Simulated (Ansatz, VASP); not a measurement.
**Two plane-wave programs on Zn2O**

```
Zn O
1.0
     3.19364    0.00000    0.00000
    -1.59682    2.76578    0.00000
     0.00000    0.00000    9.42643
Zn O
4 2
Direct
  0.33333 0.66667 0.27165
  0.66667 0.33333 0.56973
  0.00000 0.00000 0.98370
  0.33333 0.66667 0.79236
  0.00000 0.00000 0.19181
  0.33333 0.66667 0.47976
```

Alike in both runs: functional PBE; k mesh 6 × 6 × 2; occupations gaussian, width 0.2 eV; no spin polarisation.

Ansatz relaxed the structure, and its values are those at the end. VASP's run is a single point on that final structure, the one shown.

|  | VASP | Ansatz |
| --- | --- | --- |
| version | VASP 6.6.1 | Ansatz 0.2.0 |
| potentials or method | VASP PAW PBE potentials, release 64 (Zn, O), cutoff 520 eV | scalar-relativistic, plane waves, PAW |
| valence electrons in the cell | 60 | 60 |

|  | VASP | Ansatz | Ansatz less VASP |
| --- | --- | --- | --- |
| gap on the k mesh at the Fermi level (eV) | none | none | - |
| pressure (GPa) | 0.8 | 0.2 | -0.58 |
| rms of the force components (eV/Å) | 0.016 | 0.012 | -0.0042 |

A gap of «none» marks a metal or a gap that the smearing closes.

The k mesh is coarse, so the values compare programs but aren't converged.
